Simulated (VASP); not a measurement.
# TiAl (Pm-3m) in VASP: single point with r2SCAN

Aim: the single point of TiAl with r2SCAN.

All numbers are computed with VASP 6.6.1; they aren't measurements. Logs are shortened: lines on timing, memory, paths and dates and some standing lists are left out, and cuts for length are marked.

### Step 1. The cell of the first run

The structure is cubic, space group Pm-3m (No. 221). Conventional cell: a = 3.179 Å, b = 3.179 Å, c = 3.179 Å, α = 90.00°, β = 90.00°, γ = 90.00°. Ti (site symmetry m-3m) has 8 Al at 2.75 Å and 6 Ti at 3.18 Å within 3.6 Å. Al (site symmetry m-3m) has 8 Ti at 2.75 Å and 6 Al at 3.18 Å within 3.6 Å.

### Step 2. Single point, r2SCAN

Contents of POSCAR:

```
TiAl
1.0
    3.1790640000      0.0000000000      0.0000000000
    0.0000000000      3.1790640000      0.0000000000
    0.0000000000      0.0000000000      3.1790640000
Ti Al
1 1
Direct
    0.0000000000      0.0000000000      0.0000000000
    0.5000000000      0.5000000000      0.5000000000
```

Contents of INCAR.step1:

```
PREC = Accurate
ENCUT = 520
ISMEAR = 0
SIGMA = 0.15
LREAL = F
LASPH = T
NELM = 100
NBANDS = 14
GGA = PE
ALGO = Normal
EDIFF = 1E-4
LWAVE = T
LCHARG = F
```

Contents of INCAR.step2:

```
PREC = Accurate
ENCUT = 520
EDIFF = 1E-6
ISMEAR = 0
SIGMA = 0.15
LREAL = F
LASPH = T
NELM = 100
ALGO = Normal
ISIF = 2
LWAVE = F
LCHARG = F
METAGGA = R2SCAN
LMIXTAU = T
NBANDS = 14
ISTART = 1
```

Contents of KPOINTS:

```
regular mesh
0
Gamma
  16 16 16
```

Potentials or basis: VASP PAW PBE potentials, release 64 (Ti_sv, Al).

Run with:

```bash
cat potpaw_PBE.64/Ti_sv/POTCAR potpaw_PBE.64/Al/POTCAR > POTCAR
cp INCAR.step1 INCAR
mpirun -np 1 vasp_std > vasp.out
cp INCAR.step2 INCAR
mpirun -np 1 vasp_std > vasp.out
```

OUTCAR:

```text
PREC = Accurate
   ENCUT = 520
   EDIFF = 1E-6
   ISMEAR = 0
   LREAL = F
   LASPH = T
   NELM = 100
   ISIF = 2
   METAGGA = R2SCAN
   ISTART = 1

 ion  position               nearest neighbor table
   1  0.000  0.000  0.000-   2 2.75   2 2.75   2 2.75   2 2.75   2 2.75   2 2.75   2 2.75   2 2.75

   2  0.500  0.500  0.500-   1 2.75   1 2.75   1 2.75   1 2.75   1 2.75   1 2.75   1 2.75   1 2.75

  LATTYP: Found a simple cubic cell.
 ALAT       =     3.1790640000

  Lattice vectors:

 A1 = (   3.1790640000,   0.0000000000,   0.0000000000)
 A2 = (   0.0000000000,   3.1790640000,   0.0000000000)
 A3 = (   0.0000000000,   0.0000000000,   3.1790640000)

Analysis of symmetry for initial positions (statically):
=====================================================================
 Subroutine PRICEL returns:
 Original cell was already a primitive cell.

 Routine SETGRP: Setting up the symmetry group for a
 simple cubic supercell.

 Subroutine GETGRP returns: Found 48 space group operations
 (whereof 48 operations were pure point group operations)
 out of a pool of 48 trial point group operations.

The static configuration has the point symmetry O_h .

Analysis of symmetry for dynamics (positions and initial velocities):
=====================================================================
 Subroutine PRICEL returns:
 Original cell was already a primitive cell.

 Routine SETGRP: Setting up the symmetry group for a
 simple cubic supercell.

 Subroutine GETGRP returns: Found 48 space group operations
 (whereof 48 operations were pure point group operations)
 out of a pool of 48 trial point group operations.

The dynamic configuration has the point symmetry O_h .

 Subroutine INISYM returns: Found 48 space group operations
 (whereof 48 operations are pure point group operations),
 and found     1 'primitive' translations

----------------------------------------------------------------------------------------

                                     Primitive cell

  volume of cell :      32.1290

  direct lattice vectors                    reciprocal lattice vectors
     3.179064000  0.000000000  0.000000000     0.314557996  0.000000000  0.000000000
     0.000000000  3.179064000  0.000000000     0.000000000  0.314557996  0.000000000
     0.000000000  0.000000000  3.179064000     0.000000000  0.000000000  0.314557996

  length of vectors
     3.179064000  3.179064000  3.179064000     0.314557996  0.314557996  0.314557996

  position of ions in fractional coordinates (direct lattice)
     0.000000000  0.000000000  0.000000000
     0.500000000  0.500000000  0.500000000

  ion indices of the primitive-cell ions
   primitive index   ion index
                 1           1
                 2           2

----------------------------------------------------------------------------------------

 KPOINTS: regular mesh

Automatic generation of k-mesh.
 Grid dimensions read from file:
 generate k-points for:   16   16   16

 Generating k-lattice:

  Cartesian coordinates                     Fractional coordinates (reciprocal lattice)
     0.019659875  0.000000000  0.000000000     0.062500000  0.000000000  0.000000000
     0.000000000  0.019659875  0.000000000     0.000000000  0.062500000  0.000000000
     0.000000000  0.000000000  0.019659875     0.000000000  0.000000000  0.062500000

  Length of vectors
     0.019659875  0.019659875  0.019659875

  Shift w.r.t. Gamma in fractional coordinates (k-lattice)
     0.000000000  0.000000000  0.000000000

 Subroutine IBZKPT returns following result:
 ===========================================

 Found    165 irreducible k-points:

 Following reciprocal coordinates:
            Coordinates               Weight
  0.000000  0.000000  0.000000      1.000000
  0.062500  0.000000  0.000000      6.000000
  0.125000  0.000000  0.000000      6.000000
  0.187500  0.000000  0.000000      6.000000
  0.250000  0.000000  0.000000      6.000000
  0.312500  0.000000  0.000000      6.000000
[... 16 lines left out ...]
  0.437500  0.125000  0.000000     24.000000
  0.500000  0.125000  0.000000     12.000000
 [... further k-points ...]
   k-points           NKPTS =    165   k-points in BZ     NKDIM =    165   number of bands    NBANDS=     14
   number of dos      NEDOS =    301   number of ions     NIONS =      2
   total plane-waves  NPLWV =  13824
   dimension x,y,z NGX =    24 NGY =   24 NGZ =   24
   dimension x,y,z NGXF=    48 NGYF=   48 NGZF=   48
   ions per type =               1   1
   NGX,Y,Z   is equivalent  to a cutoff of  12.55, 12.55, 12.55 a.u.
   NGXF,Y,Z  is equivalent  to a cutoff of  25.10, 25.10, 25.10 a.u.
 SYSTEM =  unknown system
   PREC   = accura    normal or accurate (medium, high low for compatibility)
   ISTART =      1    job   : 0-new  1-cont  2-samecut
   ICHARG =      0    charge: 1-file 2-atom 10-const
   ISPIN  =      1    spin polarized calculation?
   LNONCOLLINEAR =      F non collinear calculations
   LSORBIT =      F    spin-orbit coupling
   LASPH  =      T    aspherical Exc in radial PAW
   ENCUT  =  520.0 eV  38.22 Ry    6.18 a.u.   5.91  5.91  5.91*2*pi/ulx,y,z
   NELM   =    100;   NELMIN=  2; NELMDL=  0     # of ELM steps
   EDIFF  = 0.1E-05   stopping-criterion for ELM
   LREAL  =      F    real-space projection
   EDIFFG = 0.1E-04   stopping-criterion for IOM
   NSW    =      0    number of steps for IOM
   IBRION =     -1    ionic relax: 0-MD 1-quasi-New 2-CG
   NFREE  =      0    steps in history (QN), initial steepest desc. (CG)
   ISIF   =      2    stress and relaxation
   ISYM   =      2    0-nonsym 1-usesym 2-fastsym
   POTIM  = 0.5000    time-step for ionic-motion
   TEBEG  =    0.0;   TEEND  =   0.0 temperature during run
   PSTRESS=    0.0 pullay stress
   NELECT =      15.0000    total number of electrons
   NUPDOWN=      -1.0000    fix difference up-down
   EMIN   =  10.00;   EMAX   =-10.00  energy-range for DOS
   EFERMI =   0.00;   METHOD = LEGACY
   ISMEAR =     0;   SIGMA  =   0.15  broadening in eV -4-tet -1-fermi 0-gaus
   EFERMI_NEDOS =   21; number of points for ismear=-14 and -15
   IALGO  =     38    algorithm
   IMIX   =      4    mixing-type and parameters
     AMIX     =   0.40;   BMIX     =  1.00
     AMIX_MAG =   1.60;   BMIX_MAG =  1.00
  volume/ion in A,a.u.               =      16.06       108.41
  Fermi-wavevector in a.u.,A,eV,Ry     =   1.270007  2.399964 21.945065  1.612917
  Thomas-Fermi vector in A             =   2.403017
   LORBIT       =      0    0 simple, 1 ext, 2 COOP (PROOUT), +10 PAW based schemes
   METAGGA = R2SCAN    functional components
   LHFCALC =     F    Hartree Fock is set to
   AEXX    =    0.0000 exact exchange contribution
   IVDW    =     0    specifies the selected vdW correction
   LEPSILON=     F    determine dielectric tensor
   LRPA    =     F    only Hartree local field effects (RPA)
 non-spin polarized calculation
 Gauss-broadening in eV      SIGMA  =   0.15
  energy-cutoff  :      520.00
  volume of cell :       32.13
 maximum number of plane-waves:       912
 NGX is ok and might be reduce to    24
   NGX = 11   NGY = 11   NGZ = 11

 number of electron      14.9999993 magnetization

 Free energy of the ion-electron system (eV)
  ---------------------------------------------------
  ext. energy  EPLUGINS =         0.00000000
  ---------------------------------------------------
  free energy    TOTEN  =       -20.32175954 eV

  energy without entropy =      -20.29967266  energy(sigma->0) =      -20.31071610

 E-fermi :   8.8390     XC(G=0): -11.9004

 val. band max:        8.8288885901   @ k =   0.3125   0.2500   0.0000
 cond. band min:       8.8409878129   @ k =   0.3125   0.3125   0.1250
 fundamental gap:      0.0120992228
 Fermi energy:         8.8390354794

 k-point     1 :       0.0000    0.0000    0.0000
  band No.  band energies     occupation
      1     -50.4467      2.00000
      2     -25.6006      2.00000
      3     -25.6006      2.00000
      4     -25.6006      2.00000
      5      -1.0311      2.00000
      6       7.2125      2.00000
      7       7.2125      2.00000
      8      10.8808      0.00000
      9      10.8808      0.00000
     10      10.8808      0.00000
     11      13.4536      0.00000
     12      13.4536      0.00000
     13      13.4536      0.00000
     14      17.8975      0.00000

 k-point     2 :       0.0625    0.0000    0.0000
  band No.  band energies     occupation
      1     -50.4461      2.00000
      2     -25.6077      2.00000
      3     -25.6000      2.00000
      4     -25.6000      2.00000
      5      -0.9655      2.00000
      6       7.1773      2.00000
      7       7.2429      2.00000
      8      10.7581      0.00000
      9      10.7581      0.00000
     10      10.8887      0.00000
     11      13.1634      0.00000
     12      13.6238      0.00000
     13      13.6238      0.00000
     14      17.8118      0.00000

 k-point     3 :       0.1250    0.0000    0.0000
  band No.  band energies     occupation
      1     -50.4443      2.00000
      2     -25.6279      2.00000
      3     -25.5983      2.00000
      4     -25.5983      2.00000
      5      -0.7701      2.00000
      6       7.0425      2.00000
      7       7.3316      2.00000
      8      10.4655      0.00000
      9      10.4655      0.00000
     10      10.9112      0.00000
     11      12.5562      0.00000
     12      14.0602      0.00000
     13      14.0602      0.00000
     14      17.5654      0.00000
[... 324 lines left out ...]
 k-point    23 :       0.4375    0.1250    0.0000
  band No.  band energies     occupation
      1     -50.4289      2.00000
      2     -25.7737      2.00000
      3     -25.6110      2.00000
      4     -25.5829      2.00000
      5       2.0637      2.00000
      6       4.0043      2.00000
      7       8.1610      2.00000
      8       8.8004      1.28444
      9       9.2381      0.00017
     10      10.8296      0.00000
     11      11.8792      0.00000
     12      15.3709      0.00000
     13      16.9780      0.00000
     14      18.0264      0.00000

 k-point    24 :       0.5000    0.1250    0.0000
  band No.  band energies     occupation
      1     -50.4283      2.00000
      2     -25.7805      2.00000
      3     -25.6103      2.00000
      4     -25.5823      2.00000
      5       2.5126      2.00000
      6       3.5041      2.00000
      7       8.2583      2.00000
      8       8.7121      1.76874
      9       9.1952      0.00079
     10      10.8405      0.00000
     11      11.9126      0.00000
     12      15.4274      0.00000
     13      17.1907      0.00000
     14      18.3024      0.00000

 [... further k-points ...]
[... 5 lines left out ...]
  --------------------------------------------------------------------------------------
  -------------------------------------------------------------------------------------
  Total       -0.1453496     -0.1453496     -0.1453496     -0.0000000     -0.0000000      0.0000000
  in kB       -7.2481411     -7.2481411     -7.2481411     -0.0000000     -0.0000000      0.0000000
  external PRESSURE =      -7.2481411 kB  Pullay stress =       0.0000000 kB

 VOLUME and BASIS-vectors are now :
 -----------------------------------------------------------------------------
  energy-cutoff  :      520.00
  volume of cell :       32.13
      direct lattice vectors                 reciprocal lattice vectors
     3.179064000  0.000000000  0.000000000     0.314557996  0.000000000  0.000000000
     0.000000000  3.179064000  0.000000000     0.000000000  0.314557996  0.000000000
     0.000000000  0.000000000  3.179064000     0.000000000  0.000000000  0.314557996

 POSITION                                       TOTAL-FORCE (eV/Angst)
 -----------------------------------------------------------------------------------
      0.00000      0.00000      0.00000         0.000000      0.000000      0.000000
      1.58953      1.58953      1.58953         0.000000      0.000000      0.000000
 -----------------------------------------------------------------------------------
    total drift:                                0.000000      0.000000      0.000000

  FREE ENERGIE OF THE ION-ELECTRON SYSTEM (eV)
  ---------------------------------------------------
  free  energy   TOTEN  =       -20.3217595387 eV

  energy  without entropy=      -20.2996726630  energy(sigma->0) =      -20.31071610
```

It took 2 min on 1 thread of Intel Xeon Platinum 8375C at 2.90GHz (Ice Lake), shared host; peak memory 0.2 GiB.

Results:

| Property | Result |
| --- | --- |
| Free energy | -20.3218 eV |
| Pressure | -0.7 GPa |

Levels at points of the mesh, in eV from the Fermi level:
```
           k point  band 5  band 6  band 7  band 8  band 9  band 10
(0.00, 0.00, 0.00)   -9.87   -1.63   -1.63    2.04    2.04     2.04
(0.50, 0.00, 0.00)   -6.45   -5.61   -0.66    0.28    0.28     2.26
(0.50, 0.50, 0.00)   -5.24   -2.42   -2.42   -1.63    0.87     0.87
(0.50, 0.50, 0.50)   -3.27   -3.27   -3.27    0.92    2.86     2.86
```

Caveat: the PAW data sets were made with another functional, which shifts forces and pressure a little.
